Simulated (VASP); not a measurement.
# Cd3HgTe4 (P-43m) in VASP: notebook, part 2 of 2

VASP 6.6.1. The steps go on from the part before.

## Step 4: Single point, PBE

This run uses another cell than the first one, of 36.42 Å³/atom, 1.228 times its volume.

INCAR reads:

```
ALGO = Normal
EDIFF = 1E-7
ENCUT = 520
GGA = PE
ISIF = 2
ISMEAR = 0
LASPH = True
LCHARG = True
LELF = True
LREAL = False
LVHAR = True
LWAVE = False
NBANDS = 46
NELM = 60
PREC = Accurate
SIGMA = 0.01
```

KPOINTS reads:

```
k-points
0
Gamma
  6 6 6
```

POSCAR reads:

```
Cd3HgTe4
1.0
    6.6293394421      0.0000000000      0.0000000000
    0.0000000000      6.6293394421      0.0000000000
    0.0000000000      0.0000000000      6.6293394421
Cd Hg Te
3 1 4
Direct
    0.0000000000      0.0000000000      0.5000000000
    0.0000000000      0.5000000000      0.0000000000
    0.5000000000      0.0000000000      0.0000000000
    0.5000000000      0.5000000000      0.5000000000
    0.2490520209      0.2490520209      0.2490520209
    0.2490520209      0.7509479791      0.7509479791
    0.7509479791      0.2490520209      0.7509479791
    0.7509479791      0.7509479791      0.2490520209
```

Potentials or basis: VASP PAW PBE potentials, release 64 (Cd, Hg, Te).

Run with:

```bash
> cat potpaw_PBE.64/Cd/POTCAR potpaw_PBE.64/Hg/POTCAR potpaw_PBE.64/Te/POTCAR > POTCAR
> mpirun -np 1 vasp_std > vasp.out
```

OUTCAR:

```text
EDIFF = 1E-7
   ENCUT = 520
   GGA = PE
   ISIF = 2
   ISMEAR = 0
   LASPH = True
   LREAL = False
   NELM = 60
   PREC = Accurate

 ion  position               nearest neighbor table
   1  0.000  0.000  0.500-   5 2.87   6 2.87   7 2.87   8 2.87
   2  0.000  0.500  0.000-   5 2.87   6 2.87   7 2.87   8 2.87
   3  0.500  0.000  0.000-   5 2.87   6 2.87   7 2.87   8 2.87
   4  0.500  0.500  0.500-   5 2.88   6 2.88   7 2.88   8 2.88
   5  0.249  0.249  0.249-   1 2.87   2 2.87   3 2.87   4 2.88
   6  0.249  0.751  0.751-   1 2.87   2 2.87   3 2.87   4 2.88
   7  0.751  0.249  0.751-   1 2.87   2 2.87   3 2.87   4 2.88
   8  0.751  0.751  0.249-   1 2.87   2 2.87   3 2.87   4 2.88

  LATTYP: Found a simple cubic cell.
 ALAT       =     6.6293394421

  Lattice vectors:

 A1 = (   6.6293394421,   0.0000000000,   0.0000000000)
 A2 = (   0.0000000000,   6.6293394421,   0.0000000000)
 A3 = (   0.0000000000,   0.0000000000,   6.6293394421)

[... 184 lines left out ...]
 val. band max:        1.8968328221   @ k =   0.0000   0.0000   0.0000
 cond. band min:       2.0742635457   @ k =   0.0000   0.0000   0.0000
 fundamental gap:      0.1774307236
 Fermi energy:         1.9725892649

 k-point     1 :       0.0000    0.0000    0.0000
  band No.  band energies     occupation
      1      -9.0782      2.00000
      2      -8.5866      2.00000
      3      -8.5866      2.00000
      4      -8.5866      2.00000
      5      -6.2377      2.00000
      6      -6.2377      2.00000
[... 969 lines left out ...]
     45       7.0886      0.00000
     46       7.0886      0.00000

------------------------ aborting loop because EDIFF is reached ----------------------------------------

  FORCE on cell =-STRESS in cart. coord.  units (eV):
  Direction    XX          YY          ZZ          XY          YZ          ZX
  --------------------------------------------------------------------------------------
  -------------------------------------------------------------------------------------
  Total        0.0767303      0.0767303      0.0767303      0.0000000      0.0000000      0.0000000
  in kB        0.4219553      0.4219553      0.4219553      0.0000000      0.0000000      0.0000000
  external PRESSURE =       0.4219553 kB  Pullay stress =       0.0000000 kB

 VOLUME and BASIS-vectors are now :
 -----------------------------------------------------------------------------
  energy-cutoff  :      520.00
  volume of cell :      291.35
      direct lattice vectors                 reciprocal lattice vectors
     6.629339442  0.000000000  0.000000000     0.150844591  0.000000000  0.000000000
     0.000000000  6.629339442  0.000000000     0.000000000  0.150844591  0.000000000
     0.000000000  0.000000000  6.629339442     0.000000000  0.000000000  0.150844591

 POSITION                                       TOTAL-FORCE (eV/Angst)
 -----------------------------------------------------------------------------------
      0.00000      0.00000      3.31467         0.000000     -0.000000     -0.000000
      0.00000      3.31467      0.00000         0.000000      0.000000     -0.000000
      3.31467      0.00000      0.00000         0.000000     -0.000000     -0.000000
      3.31467      3.31467      3.31467         0.000000      0.000000     -0.000000
      1.65105      1.65105      1.65105         0.002440      0.002440      0.002440
      1.65105      4.97829      4.97829         0.002440     -0.002440     -0.002440
      4.97829      1.65105      4.97829        -0.002440      0.002440     -0.002440
      4.97829      4.97829      1.65105        -0.002440     -0.002440      0.002440
 -----------------------------------------------------------------------------------
    total drift:                                0.000000      0.000000      0.000000

  FREE ENERGIE OF THE ION-ELECTRON SYSTEM (eV)
  ---------------------------------------------------
  free  energy   TOTEN  =       -18.0664854095 eV

  energy  without entropy=      -18.0664854095  energy(sigma->0) =      -18.06648541
```

OSZICAR:

```text
N       E                     dE             d eps       ncg     rms          rms(c)
DAV:   1     0.471250896287E+03    0.47125E+03   -0.31693E+04  1840   0.135E+03
DAV:   2     0.986078653002E+01   -0.46139E+03   -0.44776E+03  2036   0.320E+02
DAV:   3    -0.185006477610E+02   -0.28361E+02   -0.28172E+02  2140   0.774E+01
DAV:   4    -0.189605654275E+02   -0.45992E+00   -0.45937E+00  2188   0.858E+00
DAV:   5    -0.189665807399E+02   -0.60153E-02   -0.60151E-02  2132   0.109E+00    0.105E+01
DAV:   6    -0.180990882760E+02    0.86749E+00   -0.20160E+00  1916   0.101E+01    0.860E+00
DAV:   7    -0.180660081362E+02    0.33080E-01   -0.74426E-01  1966   0.316E+00    0.347E+00
DAV:   8    -0.180652789732E+02    0.72916E-03   -0.62943E-02  1990   0.186E+00    0.111E+00
DAV:   9    -0.180664359056E+02   -0.11569E-02   -0.78111E-03  1966   0.652E-01    0.301E-01
DAV:  10    -0.180663493772E+02    0.86528E-04   -0.10663E-03  2040   0.230E-01    0.129E-01
DAV:  11    -0.180664864051E+02   -0.13703E-03   -0.83349E-04  2048   0.152E-01    0.504E-02
DAV:  12    -0.180664877172E+02   -0.13122E-05   -0.84004E-05  1980   0.543E-02    0.595E-02
DAV:  13    -0.180664816811E+02    0.60361E-05   -0.14885E-05  1990   0.159E-02    0.256E-02
DAV:  14    -0.180664829540E+02   -0.12729E-05   -0.20494E-05  1948   0.204E-02    0.228E-02
DAV:  15    -0.180664847767E+02   -0.18227E-05   -0.12991E-06  1880   0.732E-03    0.671E-03
DAV:  16    -0.180664851381E+02   -0.36144E-06   -0.70636E-08  1310   0.188E-03    0.281E-03
DAV:  17    -0.180664854928E+02   -0.35473E-06   -0.11683E-07  1454   0.175E-03    0.228E-03
DAV:  18    -0.180664854095E+02    0.83292E-07   -0.89769E-09  1082   0.421E-04
   1 F= -.18066485E+02 E0= -.18066485E+02  d E =-.932748E-29
```

It took 4.1 min on 1 thread of AMD EPYC 7R43 (Zen 3), shared host; peak memory 0.46 GiB.

What came out:

```yaml
Free_energy: -18.0665 eV
Pressure: 0.0 GPa
Largest_force: 0.004 eV/Å
Band_gap_on_the_k_mesh: 0.18 eV, direct
```

Forces in eV/Å, atoms in the order of the input:
```
Cd   0.000  0.000  0.000
Cd   0.000  0.000  0.000
Cd   0.000  0.000  0.000
Hg   0.000  0.000  0.000
Te   0.002  0.002  0.002
Te   0.002 -0.002 -0.002
Te  -0.002  0.002 -0.002
Te  -0.002 -0.002  0.002
```

Caveat: spin-orbit coupling is left out, which moves the levels of the heavy elements.

## Step 5: Relaxation of cell and atoms, PBE

INCAR reads:

```
SYSTEM = Cd3HgTe4
ALGO     = Normal         ! electronic algorithm
EDIFF    = 1E-7           ! SCF threshold, eV
EDIFFG   = -0.04          ! ionic threshold
ENCUT    = 600            ! plane-wave cutoff, eV
GGA      = PE             ! functional
IBRION   = 2              ! ionic algorithm
ISIF     = 3              ! what is computed and relaxed
ISMEAR   = 0              ! smearing method
LASPH    = .TRUE.         ! aspherical terms in the spheres
LCHARG   = .FALSE.        ! write CHGCAR
LREAL    = .FALSE.        ! projectors in reciprocal space
LWAVE    = .FALSE.        ! write WAVECAR
NELM     = 100            ! most SCF steps
NSW      = 90             ! ionic steps
PREC     = Accurate       ! precision mode
SIGMA    = 0.1            ! smearing width, eV
```

KPOINTS reads:

```
k-points
0
G
  4 4 4
  0 0 0
```

POSCAR reads:

```
Cd3HgTe4
1.0
    6.1910842600      0.0000000000      0.0000000000
    0.0000000000      6.1910842600      0.0000000000
    0.0000000000      0.0000000000      6.1910842600
Cd Hg Te
3 1 4
Direct
    0.0000000000      0.0000000000      0.5000000000
    0.0000000000      0.5000000000      0.0000000000
    0.5000000000      0.0000000000      0.0000000000
    0.5000000000      0.5000000000      0.5000000000
    0.2500000000      0.2500000000      0.2500000000
    0.2500000000      0.7500000000      0.7500000000
    0.7500000000      0.2500000000      0.7500000000
    0.7500000000      0.7500000000      0.2500000000
```

Run with:

```bash
> cat potpaw_PBE.64/Cd/POTCAR potpaw_PBE.64/Hg/POTCAR potpaw_PBE.64/Te/POTCAR > POTCAR
> mpirun -np 1 vasp_std > vasp.out
```

Run time: 5.2 min. Hardware: 1 thread of AMD EPYC 7R43 (Zen 3), shared host; peak memory 0.4 GiB.

The run converged. Its results:

- Free energy: -18.0481 eV
- Relaxed volume: 36.37 Å³/atom
- Relaxed cell: a = 6.627 Å, b = 6.627 Å, c = 6.627 Å, α = 90.00°, β = 90.00°, γ = 90.00°
- Space group after relaxing (to 0.05 Å): P-43m (No. 215)
- Energy gained by relaxing: 206.1 meV/atom
- Ionic steps: 3
- Pressure after relaxing: 0.1 GPa
- Band gap on the k mesh: 0.18 eV, direct

The path:
```
step  energy change (eV)  largest force (eV/Å)  pressure (GPa)  volume (Å³)
   1              0.0000                0.1695           11.89       237.30
   2             -1.3841                0.0138           -2.62       321.18
   3             -1.6485                0.0269            0.09       290.98
```

Final structure:
```
Cd Hg Te
1.0
     6.62654    0.00000    0.00000
     0.00000    6.62654    0.00000
     0.00000    0.00000    6.62654
Cd Hg Te
3 1 4
Direct
  0.00000 0.00000 0.50000
  0.00000 0.50000 0.00000
  0.50000 0.00000 0.00000
  0.50000 0.50000 0.50000
  0.24947 0.24947 0.24947
  0.24947 0.75053 0.75053
  0.75053 0.24947 0.75053
  0.75053 0.75053 0.24947
```

Levels at points of the mesh, in eV from the valence-band top:
```
           k point  band 34  band 35  band 36  band 37  band 38  band 39
(0.00, 0.00, 0.00)     0.00     0.00     0.00     0.18     2.11     2.68
(0.50, 0.00, 0.00)    -1.06    -0.94    -0.94     2.28     2.72     3.30
(0.50, 0.50, 0.00)    -0.75    -0.70    -0.70     2.24     2.90     2.90
(0.50, 0.50, 0.50)    -0.63    -0.63    -0.63     0.90     1.68     1.68
```

Caveat: the volume moved by over 15 % at a fixed basis, so the end points are rough; spin-orbit coupling is left out, which moves the levels of the heavy elements.

## Step 6: The runs side by side

| task | cell | k mesh | cutoff (eV) | smearing | gap on the mesh (eV) | pressure (GPa) |
| --- | --- | --- | --- | --- | --- | --- |
| single point | a = 6.191 Å, 8 atoms | 4 × 4 × 4 | 520 | gaussian 0.1 eV | 0.75 | 11.9 |
| single point | a = 6.621 Å, 8 atoms | 4 × 4 × 4 | 520 | gaussian 0.1 eV | 0.19 | 0.2 |
| single point | a = 6.629 Å, 8 atoms | 6 × 6 × 6 | 520 | gaussian 0.01 eV | 0.18 | 0.0 |
| relaxation of cell and atoms | relaxed from a = 6.191 Å, 8 atoms | 4 × 4 × 4 | 600 | gaussian 0.1 eV | 0.18 | 0.1 |

Alike in all rows: level PBE; potentials or basis VASP PAW PBE potentials, release 64 (Cd, Hg, Te); no spin polarisation.

Caveats: spin-orbit coupling is left out, which moves the levels of the heavy elements; the volume moved by over 15 % at a fixed basis, so the end points are rough (some runs).

Total energies depend on the potentials used, so only differences within one code and one set of settings carry meaning.
